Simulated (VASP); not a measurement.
Runs of VASP 6.6.1 on ZrRe. The structure is that of space group R-3m (No. 166), or close to it. The cells are those of the table. 

```csv
task,cell,k mesh,cutoff (eV),gap on the mesh (eV),pressure (GPa)
single point,"a = 4.712 Å, angles 34.3°, 2 atoms",6 × 6 × 6,520,none,(a)
single point,"a = 4.645 Å, angles 39.7°, 2 atoms",24 × 24 × 24,520,none,-0.1
relaxation of cell and atoms,"relaxed from a = 4.712 Å, angles 34.3°, 2 atoms",6 × 6 × 6,600,none,0.0
single point,"a = 4.647 Å, angles 39.6°, 2 atoms",6 × 6 × 6,520,none,0.0
```

Alike in all rows: level PBE; potentials or basis VASP PAW PBE potentials, release 64 (Zr_sv, Re); no spin polarisation; smearing gaussian 0.1 eV.

Q: Estimate the missing entries.

A: (a) 55.4.

Caveats: some runs use coarse meshes; spin-orbit coupling is left out, which moves the levels of the heavy elements.

A k mesh can miss the band edges, and the runs leave out spin-orbit coupling on Re, Zr.

A gap of «none» marks levels without a gap at the run's occupations.
